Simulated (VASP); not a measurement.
# Cr in VASP: single point with PBE

Aim: the single point of Cr with PBE.

All numbers are computed with VASP 6.6.1; they aren't measurements. Logs are shortened: lines on timing, memory, paths and dates and some standing lists are left out, and cuts for length are marked.

### 1 The cell of the first run

The cell holds a slab with vacuum, 3 atoms: a = 2.467 Å, b = 2.467 Å, c = 20.028 Å, α = 90.00°, β = 90.00°, γ = 109.47°.

### 2 Single point, PBE, collinear spin, ferromagnetic start

File INCAR:

```
SYSTEM = Cr
ALGO     = Normal         ! electronic algorithm
AMIX     = 0.1          
AMIX_MAG = 0.4          
BMIX     = 1E-4         
BMIX_MAG = 1E-4         
DIPOL    = 0.5 0.5 0.500
EDIFF    = 1E-6           ! SCF threshold, eV
ENCUT    = 450            ! plane-wave cutoff, eV
GGA      = PE             ! functional
GGA_COMPAT= .False.      
IDIPOL   = 3            
ISIF     = 2              ! what is computed and relaxed
ISMEAR   = -1             ! smearing method
ISPIN    = 2              ! spin polarisation
KPAR     = 4            
LASPH    = .True.         ! aspherical terms in the spheres
LCHARG   = .True.         ! write CHGCAR
LDIPOL   = .True.       
LMAXMIX  = 4              ! l up to which the mixer works
LORBIT   = 11             ! projections on sites
LREAL    = .False.        ! projectors in reciprocal space
LVACPOTAV= .True.       
LVHAR    = .True.       
LWAVE    = .False.        ! write WAVECAR
MAGMOM   = 2 2 2          ! initial moments
NBANDS   = 29             ! bands
NELM     = 300            ! most SCF steps
NELMDL   = -8           
PREC     = Accurate       ! precision mode
SIGMA    = 0.05           ! smearing width, eV
```

File KPOINTS:

```
k-points
0
Gamma
  14 14 1
  0 0 0
```

File POSCAR:

```
Cr
1.0
    2.4668230341      0.0000000000      0.0000000000
   -0.8222743447      2.3257430606      0.0000000000
    0.0000000000      0.0000000000     20.0283000000
Cr
3
Direct
    0.0000000000      0.0000000000      0.4029006322
    0.5000000000      0.5000000000      0.4999999529
    0.0000000000      0.0000000000      0.5970994149
```

Potentials or basis: VASP PAW PBE potentials, release 64 (Cr_pv).

Run with:

```bash
$ cat potpaw_PBE.64/Cr_pv/POTCAR > POTCAR
$ mpirun -np 4 vasp_std > vasp.out
```

OUTCAR:

```text
SYSTEM = Cr
   AMIX = 0.1
   AMIX_MAG = 0.4
   EDIFF = 1E-6
   ENCUT = 450
   GGA = PE
   ISIF = 2
   ISMEAR = -1
   ISPIN = 2
   LASPH = .True.
   LORBIT = 11
   LREAL = .False.
   NELM = 300
   NELMDL = -8
   PREC = Accurate

 ion  position               nearest neighbor table
   1  0.000  0.000  0.403-   2 2.41   2 2.41   2 2.80   2 2.80
   2  0.500  0.500  0.500-   1 2.41   1 2.41   3 2.41   3 2.41   1 2.80   1 2.80   3 2.80   3 2.80

   3  0.000  0.000  0.597-   2 2.41   2 2.41   2 2.80   2 2.80

  LATTYP: Found a base centered orthorhombic cell.
 ALAT       =     2.8484418856
 B/A-ratio  =     1.4142135624
 C/A-ratio  =     7.0313177534

  Lattice vectors:

 A1 = (   2.4668230341,   0.0000000000,   0.0000000000)
 A2 = (  -0.8222743447,   2.3257430606,   0.0000000000)
 A3 = (   0.0000000000,   0.0000000000,  20.0283000000)

Analysis of symmetry for initial positions (statically):
=====================================================================
 Subroutine PRICEL returns:
 Original cell was already a primitive cell.

 Routine SETGRP: Setting up the symmetry group for a
 base centered orthorhombic supercell.

 Subroutine GETGRP returns: Found  8 space group operations
 (whereof  8 operations were pure point group operations)
 out of a pool of  8 trial point group operations.

The static configuration has the point symmetry D_2h.

Analysis of symmetry for dynamics (positions and initial velocities):
=====================================================================
 Subroutine PRICEL returns:
 Original cell was already a primitive cell.

 Routine SETGRP: Setting up the symmetry group for a
 base centered orthorhombic supercell.

 Subroutine GETGRP returns: Found  8 space group operations
 (whereof  8 operations were pure point group operations)
 out of a pool of  8 trial point group operations.

The dynamic configuration has the point symmetry D_2h.

Analysis of structural, dynamic, and magnetic symmetry:
=====================================================================
 Subroutine PRICEL returns:
 Original cell was already a primitive cell.

 Routine SETGRP: Setting up the symmetry group for a
 base centered orthorhombic supercell.

 Subroutine GETGRP returns: Found  8 space group operations
 (whereof  8 operations were pure point group operations)
 out of a pool of  8 trial point group operations.

The overall configuration has the point symmetry D_2h.

 Subroutine INISYM returns: Found  8 space group operations
 (whereof  8 operations are pure point group operations),
 and found     1 'primitive' translations

----------------------------------------------------------------------------------------

                                     Primitive cell

  volume of cell :     114.9063

  direct lattice vectors                    reciprocal lattice vectors
     2.466823034  0.000000000  0.000000000     0.405379707  0.143323370  0.000000000
    -0.822274345  2.325743061  0.000000000     0.000000000  0.429970110  0.000000000
     0.000000000  0.000000000 20.028300000     0.000000000  0.000000000  0.049929350

  length of vectors
     2.466823034  2.466823034 20.028300000     0.429970110  0.429970110  0.049929350

  position of ions in fractional coordinates (direct lattice)
     0.000000000  0.000000000  0.402900632
     0.500000000  0.500000000  0.499999953
     0.000000000  0.000000000  0.597099415

  ion indices of the primitive-cell ions
   primitive index   ion index
                 1           1
                 2           2
                 3           3

----------------------------------------------------------------------------------------

 KPOINTS: k-points

Automatic generation of k-mesh.
 Grid dimensions read from file:
 generate k-points for:   14   14    1

 Generating k-lattice:

  Cartesian coordinates                     Fractional coordinates (reciprocal lattice)
     0.028955693  0.010237384  0.000000000     0.071428571  0.000000000  0.000000000
     0.000000000  0.030712151  0.000000000     0.000000000  0.071428571  0.000000000
     0.000000000  0.000000000  0.049929350     0.000000000  0.000000000  1.000000000

  Length of vectors
     0.030712151  0.030712151  0.049929350

  Shift w.r.t. Gamma in fractional coordinates (k-lattice)
     0.000000000  0.000000000  0.000000000

 Subroutine IBZKPT returns following result:
 ===========================================

 Found     57 irreducible k-points:

 Following reciprocal coordinates:
            Coordinates               Weight
  0.000000  0.000000  0.000000      1.000000
  0.071429  0.000000  0.000000      4.000000
  0.142857  0.000000  0.000000      4.000000
  0.214286  0.000000  0.000000      4.000000
  0.285714  0.000000  0.000000      4.000000
  0.357143  0.000000  0.000000      4.000000
[... 16 lines left out ...]
  0.214286  0.142857  0.000000      4.000000
  0.285714  0.142857  0.000000      4.000000
 [... further k-points ...]
   k-points           NKPTS =     57   k-points in BZ     NKDIM =     57   number of bands    NBANDS=     29
   number of dos      NEDOS =    301   number of ions     NIONS =      3
   total plane-waves  NPLWV =  45360
   dimension x,y,z NGX =    18 NGY =   18 NGZ =  140
   dimension x,y,z NGXF=    36 NGYF=   36 NGZF=  280
   ions per type =               3
   NGX,Y,Z   is equivalent  to a cutoff of  12.13, 12.13, 11.62 a.u.
   NGXF,Y,Z  is equivalent  to a cutoff of  24.26, 24.26, 23.24 a.u.
 SYSTEM =  Cr
   PREC   = accura    normal or accurate (medium, high low for compatibility)
   ISTART =      0    job   : 0-new  1-cont  2-samecut
   ICHARG =      2    charge: 1-file 2-atom 10-const
   ISPIN  =      2    spin polarized calculation?
   LNONCOLLINEAR =      F non collinear calculations
   LSORBIT =      F    spin-orbit coupling
   LASPH  =      T    aspherical Exc in radial PAW
   ENCUT  =  450.0 eV  33.07 Ry    5.75 a.u.   4.27  4.27 34.64*2*pi/ulx,y,z
   NELM   =    300;   NELMIN=  2; NELMDL= -8     # of ELM steps
   EDIFF  = 0.1E-05   stopping-criterion for ELM
   LREAL  =      F    real-space projection
   EDIFFG = 0.1E-04   stopping-criterion for IOM
   NSW    =      0    number of steps for IOM
   IBRION =     -1    ionic relax: 0-MD 1-quasi-New 2-CG
   NFREE  =      0    steps in history (QN), initial steepest desc. (CG)
   ISIF   =      2    stress and relaxation
   ISYM   =      2    0-nonsym 1-usesym 2-fastsym
   POTIM  = 0.5000    time-step for ionic-motion
   TEBEG  =    0.0;   TEEND  =   0.0 temperature during run
   PSTRESS=    0.0 pullay stress
   NELECT =      36.0000    total number of electrons
   NUPDOWN=      -1.0000    fix difference up-down
   EMIN   =  10.00;   EMAX   =-10.00  energy-range for DOS
   EFERMI =   0.00;   METHOD = LEGACY
   ISMEAR =    -1;   SIGMA  =   0.05  broadening in eV -4-tet -1-fermi 0-gaus
   EFERMI_NEDOS =   21; number of points for ismear=-14 and -15
   IALGO  =     38    algorithm
   IMIX   =      4    mixing-type and parameters
     AMIX     =   0.10;   BMIX     =  0.00
     AMIX_MAG =   0.40;   BMIX_MAG =  0.00
  volume/ion in A,a.u.               =      38.30       258.48
  Fermi-wavevector in a.u.,A,eV,Ry     =   1.111888  2.101164 16.820815  1.236295
  Thomas-Fermi vector in A             =   2.248456
   LORBIT       =     11    0 simple, 1 ext, 2 COOP (PROOUT), +10 PAW based schemes
   GGA     = PE    functional components
   LHFCALC =     F    Hartree Fock is set to
   AEXX    =    0.0000 exact exchange contribution
   IVDW    =     0    specifies the selected vdW correction
   LEPSILON=     F    determine dielectric tensor
   LRPA    =     F    only Hartree local field effects (RPA)
 spin polarized calculation
  energy-cutoff  :      450.00
  volume of cell :      114.91
 maximum number of plane-waves:      2520
 NGX is ok and might be reduce to    18
   NGX =  9   NGY =  9   NGZ = 69

 dipolmoment           0.000000      0.000000     -0.000000 electrons x Angstroem

 number of electron      35.9999987 magnetization       0.0003746

 dipolmoment           0.000000      0.000000      0.000000 electrons x Angstroem

 Free energy of the ion-electron system (eV)
  ---------------------------------------------------
  ext. energy  EPLUGINS =         0.00000000
  ---------------------------------------------------
  free energy    TOTEN  =       -26.18363995 eV

  energy without entropy =      -26.15035374  energy(sigma->0) =      -26.16699684

 E-fermi :   0.0515     XC(G=0):  -5.1521

 val. band max:        0.0038985893   @ k =   0.4286   0.3571   0.0000
 cond. band min:       0.0517327344   @ k =   0.5000  -0.0000   0.0000
 fundamental gap:      0.0478341451
 Fermi energy:         0.0515088700

 spin component 1

 k-point     1 :       0.0000    0.0000    0.0000
  band No.  band energies     occupation
      1     -43.4610      1.00000
      2     -43.0191      1.00000
      3     -42.9363      1.00000
      4     -42.7435      1.00000
      5     -42.6841      1.00000
      6     -42.5429      1.00000
[... 757 lines left out ...]
     28       6.8322      0.00000
     29       7.1978      0.00000

 [... further k-points ...]

 spin component 2

 k-point     1 :       0.0000    0.0000    0.0000
  band No.  band energies     occupation
      1     -43.4611      1.00000
      2     -43.0185      1.00000
      3     -42.9369      1.00000
      4     -42.7442      1.00000
      5     -42.6840      1.00000
      6     -42.5424      1.00000
[... 757 lines left out ...]
     28       6.8321      0.00000
     29       7.2199      0.00000

 [... further k-points ...]

------------------------ aborting loop because EDIFF is reached ----------------------------------------

  FORCE on cell =-STRESS in cart. coord.  units (eV):
  Direction    XX          YY          ZZ          XY          YZ          ZX
  --------------------------------------------------------------------------------------
  -------------------------------------------------------------------------------------
  Total       -2.2435171     -2.3748825     -0.1910772     -0.1857788      0.0000000      0.0000000
  in kB      -31.2821174    -33.1137907     -2.6642544     -2.5903773      0.0000000      0.0000000
  external PRESSURE =     -22.3533875 kB  Pullay stress =       0.0000000 kB

 VOLUME and BASIS-vectors are now :
 -----------------------------------------------------------------------------
  energy-cutoff  :      450.00
  volume of cell :      114.91
      direct lattice vectors                 reciprocal lattice vectors
     2.466823034  0.000000000  0.000000000     0.405379707  0.143323370  0.000000000
    -0.822274345  2.325743061  0.000000000     0.000000000  0.429970110  0.000000000
     0.000000000  0.000000000 20.028300000     0.000000000  0.000000000  0.049929350

 POSITION                                       TOTAL-FORCE (eV/Angst)
 -----------------------------------------------------------------------------------
      0.00000      0.00000      8.06941        -0.000000      0.000000     -0.005122
      0.82227      1.16287     10.01415         0.000000      0.000000      0.000000
      0.00000      0.00000     11.95889         0.000000     -0.000000      0.005122
 -----------------------------------------------------------------------------------
    total drift:                               -0.000000     -0.000000      0.000020

  FREE ENERGIE OF THE ION-ELECTRON SYSTEM (eV)
  ---------------------------------------------------
  free  energy   TOTEN  =       -26.1836399456 eV

  energy  without entropy=      -26.1503537368  energy(sigma->0) =      -26.16699684

 vacuum level on the upper side and lower side of the slab         4.891         4.891

 total charge

# of ion       s       p       d       tot
------------------------------------------
    1        0.432   6.298   4.199  10.929
    2        0.452   6.416   4.265  11.133
    3        0.432   6.298   4.199  10.929
--------------------------------------------------
tot          1.316  19.011  12.663  32.990

 magnetization (x)

# of ion       s       p       d       tot
------------------------------------------
    1        0.000   0.000   0.000   0.001
    2       -0.000  -0.000  -0.000  -0.000
    3        0.000   0.000   0.000   0.001
--------------------------------------------------
tot          0.000   0.000   0.001   0.001
```

It took 2.1 min on 4 MPI ranks of Intel Xeon Platinum 8375C at 2.90GHz (Ice Lake), shared host; peak memory 0.37 GiB.

What came out:

```yaml
Free_energy: -26.1836 eV
Largest_force: 0.005 eV/Å
Band_gap_on_the_k_mesh: zero (filled and empty bands overlap)
Net_moment: 0.00 μB per cell
Valence_electrons_inside_the_program's_atomic_spheres: Cr 10.93, 11.13 (each value once)
```

Forces in eV/Å, atoms in the order of the input:
```
Cr   0.000  0.000 -0.005
Cr   0.000  0.000  0.000
Cr   0.000  0.000  0.005
```

Caveat: the moments typed at the start vanished in this run.

The gap in the log of VASP goes by the Fermi energy; the results here count the filled bands.